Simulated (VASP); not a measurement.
# TiSi2 (Cmcm) in VASP: single point with PBE

Aim: the single point of TiSi2 with PBE.

Program: VASP 6.6.1. These are calculated values, not measurements. Logs are shortened: lines on timing, memory, paths and dates and some standing lists are left out, and cuts for length are marked.

## Step 1: The cell of the first run

It takes space group Cmcm (No. 63, orthorhombic). The conventional cell has a = 3.548 Å, b = 13.561 Å, c = 3.579 Å, α = 90.00°, β = 90.00°, γ = 90.00°. Ti (site symmetry m2m) has 10 Si at 2.59 to 2.83 Å and 2 Ti at 3.32 Å within 3.4 Å. Si (site symmetry m2m) has 6 Si at 2.40 to 3.15 Å and 6 Ti at 2.59 to 2.83 Å within 3.2 Å. Si (site symmetry m2m) has 8 Si at 2.52 to 3.15 Å and 4 Ti at 2.67 to 2.68 Å within 3.3 Å.

## Step 2: Single point, PBE

Input file INCAR:

```
SYSTEM = TiSi2
  ALGO = Normal
  EDIFF = 1E-6
  ENCUT = 520
  GGA = PE
  ISIF = 2
  ISMEAR = 0
  LASPH = .TRUE.
  LCHARG = .TRUE.
  LELF = .TRUE.
  LREAL = .FALSE.
  LVHAR = .TRUE.
  LWAVE = .FALSE.
  NBANDS = 29
  NELM = 100
  PREC = Accurate
  SIGMA = 0.1
```

Input file KPOINTS:

```
k-points
0
G
  10 10 10
  0 0 0
```

Input file POSCAR:

```
TiSi2
1.0
    1.7738039272     -6.7803428781      0.0000000000
    1.7738039272      6.7803428781      0.0000000000
    0.0000000000      0.0000000000      3.5792221412
Ti Si
2 4
Direct
    0.8968189479      0.1031810521      0.7500000000
    0.1031810521      0.8968189479      0.2500000000
    0.5591475243      0.4408524757      0.7500000000
    0.4408524757      0.5591475243      0.2500000000
    0.2498281361      0.7501718639      0.7500000000
    0.7501718639      0.2498281361      0.2500000000
```

Potentials or basis: VASP PAW PBE potentials, release 64 (Ti_sv, Si).

Launch:

```sh
cat potpaw_PBE.64/Ti_sv/POTCAR potpaw_PBE.64/Si/POTCAR > POTCAR
mpirun -np 1 vasp_std > vasp.out
```

OUTCAR:

```text
SYSTEM = TiSi2
   EDIFF = 1E-6
   ENCUT = 520
   GGA = PE
   ISIF = 2
   ISMEAR = 0
   LASPH = .TRUE.
   LREAL = .FALSE.
   NELM = 100
   PREC = Accurate

 ion  position               nearest neighbor table
   1  0.897  0.103  0.750-   4 2.59   4 2.59   4 2.59   4 2.59   5 2.67   5 2.67   6 2.68   6 2.68
                             3 2.83   3 2.83
   2  0.103  0.897  0.250-   3 2.59   3 2.59   3 2.59   3 2.59   6 2.67   6 2.67   5 2.68   5 2.68
                             4 2.83   4 2.83
   3  0.559  0.441  0.750-   4 2.40   4 2.40   2 2.59   2 2.59   2 2.59   2 2.59   1 2.83   1 2.83
                             5 3.14   5 3.14   6 3.15   6 3.15
   4  0.441  0.559  0.250-   3 2.40   3 2.40   1 2.59   1 2.59   1 2.59   1 2.59   2 2.83   2 2.83
                             6 3.14   6 3.14   5 3.15   5 3.15
   5  0.250  0.750  0.750-   6 2.52   6 2.52   6 2.52   6 2.52   1 2.67   1 2.67   2 2.68   2 2.68
                             3 3.14   3 3.14   4 3.15   4 3.15
   6  0.750  0.250  0.250-   5 2.52   5 2.52   5 2.52   5 2.52   2 2.67   2 2.67   1 2.68   1 2.68
                             4 3.14   4 3.14   3 3.15   3 3.15

  LATTYP: Found a base centered orthorhombic cell.
 ALAT       =     3.5476078544
 B/A-ratio  =     3.8224872401
 C/A-ratio  =     1.0089114378

  Lattice vectors:

 A1 = (   1.7738039272,  -6.7803428781,   0.0000000000)
 A2 = (   1.7738039272,   6.7803428781,   0.0000000000)
 A3 = (   0.0000000000,   0.0000000000,   3.5792221412)

Analysis of symmetry for initial positions (statically):
=====================================================================
 Subroutine PRICEL returns:
 Original cell was already a primitive cell.

 Routine SETGRP: Setting up the symmetry group for a
 base centered orthorhombic supercell.

 Subroutine GETGRP returns: Found  8 space group operations
 (whereof  4 operations were pure point group operations)
 out of a pool of  8 trial point group operations.

The static configuration has the point symmetry C_2h.
 The point group associated with its full space group is D_2h.

Analysis of symmetry for dynamics (positions and initial velocities):
=====================================================================
 Subroutine PRICEL returns:
 Original cell was already a primitive cell.

 Routine SETGRP: Setting up the symmetry group for a
 base centered orthorhombic supercell.

 Subroutine GETGRP returns: Found  8 space group operations
 (whereof  4 operations were pure point group operations)
 out of a pool of  8 trial point group operations.

The dynamic configuration has the point symmetry C_2h.
 The point group associated with its full space group is D_2h.

 Subroutine INISYM returns: Found  8 space group operations
 (whereof  4 operations are pure point group operations),
 and found     1 'primitive' translations

----------------------------------------------------------------------------------------

                                     Primitive cell

  volume of cell :      86.0946

  direct lattice vectors                    reciprocal lattice vectors
     1.773803927 -6.780342878  0.000000000     0.281880084 -0.073742583  0.000000000
     1.773803927  6.780342878  0.000000000     0.281880084  0.073742583  0.000000000
     0.000000000  0.000000000  3.579222141     0.000000000  0.000000000  0.279390315

  length of vectors
     7.008525517  7.008525517  3.579222141     0.291366351  0.291366351  0.279390315

  position of ions in fractional coordinates (direct lattice)
     0.896818948  0.103181052  0.750000000
     0.103181052  0.896818948  0.250000000
     0.559147524  0.440852476  0.750000000
     0.440852476  0.559147524  0.250000000
     0.249828136  0.750171864  0.750000000
     0.750171864  0.249828136  0.250000000

  ion indices of the primitive-cell ions
   primitive index   ion index
                 1           1
                 2           2
                 3           3
                 4           4
                 5           5
                 6           6

----------------------------------------------------------------------------------------

 KPOINTS: k-points

Automatic generation of k-mesh.
 Grid dimensions read from file:
 generate k-points for:   10   10   10

 Generating k-lattice:

  Cartesian coordinates                     Fractional coordinates (reciprocal lattice)
     0.028188008 -0.007374258  0.000000000     0.100000000  0.000000000  0.000000000
     0.028188008  0.007374258  0.000000000     0.000000000  0.100000000  0.000000000
     0.000000000  0.000000000  0.027939031     0.000000000  0.000000000  0.100000000

  Length of vectors
     0.029136635  0.029136635  0.027939031

  Shift w.r.t. Gamma in fractional coordinates (k-lattice)
     0.000000000  0.000000000  0.000000000

 Subroutine IBZKPT returns following result:
 ===========================================

 Found    186 irreducible k-points:

 Following reciprocal coordinates:
            Coordinates               Weight
  0.000000  0.000000  0.000000      1.000000
  0.100000 -0.000000  0.000000      4.000000
  0.200000 -0.000000  0.000000      4.000000
  0.300000  0.000000  0.000000      4.000000
  0.400000  0.000000  0.000000      4.000000
  0.500000  0.000000  0.000000      2.000000
[... 16 lines left out ...]
  0.300000  0.300000  0.000000      2.000000
  0.400000  0.300000  0.000000      4.000000
 [... further k-points ...]
   k-points           NKPTS =    186   k-points in BZ     NKDIM =    186   number of bands    NBANDS=     29
   number of dos      NEDOS =    301   number of ions     NIONS =      6
   total plane-waves  NPLWV =  81648
   dimension x,y,z NGX =    54 NGY =   54 NGZ =   28
   dimension x,y,z NGXF=   108 NGYF=  108 NGZF=   56
   ions per type =               2   4
   NGX,Y,Z   is equivalent  to a cutoff of  12.81, 12.81, 13.01 a.u.
   NGXF,Y,Z  is equivalent  to a cutoff of  25.62, 25.62, 26.01 a.u.
 SYSTEM =  TiSi2
   PREC   = accura    normal or accurate (medium, high low for compatibility)
   ISTART =      0    job   : 0-new  1-cont  2-samecut
   ICHARG =      2    charge: 1-file 2-atom 10-const
   ISPIN  =      1    spin polarized calculation?
   LNONCOLLINEAR =      F non collinear calculations
   LSORBIT =      F    spin-orbit coupling
   LASPH  =      T    aspherical Exc in radial PAW
   ENCUT  =  520.0 eV  38.22 Ry    6.18 a.u.  13.03 13.03  6.65*2*pi/ulx,y,z
   NELM   =    100;   NELMIN=  2; NELMDL= -5     # of ELM steps
   EDIFF  = 0.1E-05   stopping-criterion for ELM
   LREAL  =      F    real-space projection
   EDIFFG = 0.1E-04   stopping-criterion for IOM
   NSW    =      0    number of steps for IOM
   IBRION =     -1    ionic relax: 0-MD 1-quasi-New 2-CG
   NFREE  =      0    steps in history (QN), initial steepest desc. (CG)
   ISIF   =      2    stress and relaxation
   ISYM   =      2    0-nonsym 1-usesym 2-fastsym
   POTIM  = 0.5000    time-step for ionic-motion
   TEBEG  =    0.0;   TEEND  =   0.0 temperature during run
   PSTRESS=    0.0 pullay stress
   NELECT =      40.0000    total number of electrons
   NUPDOWN=      -1.0000    fix difference up-down
   EMIN   =  10.00;   EMAX   =-10.00  energy-range for DOS
   EFERMI =   0.00;   METHOD = LEGACY
   ISMEAR =     0;   SIGMA  =   0.10  broadening in eV -4-tet -1-fermi 0-gaus
   EFERMI_NEDOS =   21; number of points for ismear=-14 and -15
   IALGO  =     38    algorithm
   IMIX   =      4    mixing-type and parameters
     AMIX     =   0.40;   BMIX     =  1.00
     AMIX_MAG =   1.60;   BMIX_MAG =  1.00
  volume/ion in A,a.u.               =      14.35        96.83
  Fermi-wavevector in a.u.,A,eV,Ry     =   1.267952  2.396082 21.874122  1.607703
  Thomas-Fermi vector in A             =   2.401073
   LORBIT       =      0    0 simple, 1 ext, 2 COOP (PROOUT), +10 PAW based schemes
   GGA     = PE    functional components
   LHFCALC =     F    Hartree Fock is set to
   AEXX    =    0.0000 exact exchange contribution
   IVDW    =     0    specifies the selected vdW correction
   LEPSILON=     F    determine dielectric tensor
   LRPA    =     F    only Hartree local field effects (RPA)
 non-spin polarized calculation
 Gauss-broadening in eV      SIGMA  =   0.10
  energy-cutoff  :      520.00
  volume of cell :       86.09
 maximum number of plane-waves:      2340
 NGX is ok and might be reduce to    54
   NGX = 27   NGY = 27   NGZ = 13

 number of electron      40.0000005 magnetization

 Free energy of the ion-electron system (eV)
  ---------------------------------------------------
  ext. energy  EPLUGINS =         0.00000000
  ---------------------------------------------------
  free energy    TOTEN  =       -40.75288905 eV

  energy without entropy =      -40.74548306  energy(sigma->0) =      -40.74918606

 E-fermi :  10.3871     XC(G=0): -11.5891

 val. band max:       10.3706481253   @ k =  -0.2000   0.1000   0.2000
 cond. band min:      10.3871066201   @ k =   0.5000   0.2000   0.0000
 fundamental gap:      0.0164584948
 Fermi energy:        10.3871020624

 k-point     1 :       0.0000    0.0000    0.0000
  band No.  band energies     occupation
      1     -46.4523      2.00000
      2     -46.4435      2.00000
      3     -22.7957      2.00000
      4     -22.7617      2.00000
      5     -22.7550      2.00000
      6     -22.7494      2.00000
[... 21 lines left out ...]
     28      13.3042      0.00000
     29      13.4937      0.00000

 k-point     2 :       0.1000   -0.0000    0.0000
  band No.  band energies     occupation
      1     -46.4519      2.00000
      2     -46.4431      2.00000
      3     -22.7945      2.00000
      4     -22.7685      2.00000
      5     -22.7557      2.00000
      6     -22.7544      2.00000
[... 21 lines left out ...]
     28      13.3830      0.00000
     29      13.4896      0.00000

 k-point     3 :       0.2000   -0.0000    0.0000
  band No.  band energies     occupation
      1     -46.4509      2.00000
      2     -46.4422      2.00000
      3     -22.7916      2.00000
      4     -22.7861      2.00000
      5     -22.7719      2.00000
      6     -22.7527      2.00000
[... 638 lines left out ...]
      5     -22.7828      2.00000
      6     -22.7487      2.00000
[... 21 lines left out ...]
     28      13.4624      0.00000
     29      13.6819      0.00000

 k-point    24 :       0.4000    0.3000    0.0000
  band No.  band energies     occupation
      1     -46.4495      2.00000
      2     -46.4411      2.00000
      3     -22.8090      2.00000
      4     -22.7917      2.00000
      5     -22.7843      2.00000
      6     -22.7503      2.00000
[... 21 lines left out ...]
     28      13.6509      0.00000
     29      13.7101      0.00000

 [... further k-points ...]

------------------------ aborting loop because EDIFF is reached ----------------------------------------

  FORCE on cell =-STRESS in cart. coord.  units (eV):
  Direction    XX          YY          ZZ          XY          YZ          ZX
  --------------------------------------------------------------------------------------
  -------------------------------------------------------------------------------------
  Total        0.0048957     -0.0057255     -0.0128014      0.0000000      0.0000000      0.0000000
  in kB        0.0911071     -0.1065481     -0.2382275      0.0000000      0.0000000      0.0000000
  external PRESSURE =      -0.0845562 kB  Pullay stress =       0.0000000 kB

 VOLUME and BASIS-vectors are now :
 -----------------------------------------------------------------------------
  energy-cutoff  :      520.00
  volume of cell :       86.09
      direct lattice vectors                 reciprocal lattice vectors
     1.773803927 -6.780342878  0.000000000     0.281880084 -0.073742583  0.000000000
     1.773803927  6.780342878  0.000000000     0.281880084  0.073742583  0.000000000
     0.000000000  0.000000000  3.579222141     0.000000000  0.000000000  0.279390315

 POSITION                                       TOTAL-FORCE (eV/Angst)
 -----------------------------------------------------------------------------------
      1.77380     -5.38114      2.68442         0.000000      0.001243     -0.000000
      1.77380      5.38114      0.89481         0.000000     -0.001243      0.000000
      1.77380     -0.80208      2.68442         0.000000      0.010930     -0.000000
      1.77380      0.80208      0.89481         0.000000     -0.010930     -0.000000
      1.77380      3.39250      2.68442         0.000000     -0.000522     -0.000000
      1.77380     -3.39250      0.89481         0.000000      0.000522     -0.000000
 -----------------------------------------------------------------------------------
    total drift:                                0.000000     -0.000000     -0.000000

  FREE ENERGIE OF THE ION-ELECTRON SYSTEM (eV)
  ---------------------------------------------------
  free  energy   TOTEN  =       -40.7528890502 eV

  energy  without entropy=      -40.7454830610  energy(sigma->0) =      -40.74918606
```

It took 18 min on 1 thread of Intel Xeon 8259CL, shared host; peak memory 0.54 GiB.

What came out:

| Quantity | Value |
| --- | --- |
| Free energy | -40.7529 eV |
| Pressure | 0.0 GPa |
| Largest force | 0.011 eV/Å |
| Band gap on the k mesh | zero (bands 20 and 21 overlap by 0.99 eV) |

Forces on the atoms (eV/Å):
```
Ti   0.000  0.001  0.000
Ti   0.000 -0.001  0.000
Si   0.000  0.011  0.000
Si   0.000 -0.011  0.000
Si   0.000 -0.001  0.000
Si   0.000  0.001  0.000
```

Levels at points of the mesh, in eV from the Fermi level:
| k point | band 17 | band 18 | band 19 | band 20 | band 21 | band 22 | band 23 | band 24 |
| --- | --- | --- | --- | --- | --- | --- | --- | --- |
| (0.00, 0.00, 0.00) | -2.11 | -2.04 | -2.02 | 0.47 | 0.71 | 0.81 | 0.89 | 1.33 |
| (0.50, 0.00, 0.00) | -1.65 | -1.42 | -0.63 | -0.55 | -0.52 | 1.18 | 1.45 | 1.63 |
| (0.50, 0.50, 0.00) | -2.47 | -1.90 | -1.14 | 0.39 | 0.65 | 0.74 | 0.90 | 1.10 |
| (0.00, 0.00, 0.50) | -1.58 | -1.58 | -0.04 | -0.04 | 0.86 | 0.86 | 1.49 | 1.49 |
| (0.50, 0.00, 0.50) | -3.17 | -3.17 | -2.41 | -2.41 | 1.73 | 1.73 | 1.86 | 1.86 |
| (0.50, 0.50, 0.50) | -2.02 | -2.02 | -0.85 | -0.85 | 0.47 | 0.47 | 1.65 | 1.65 |
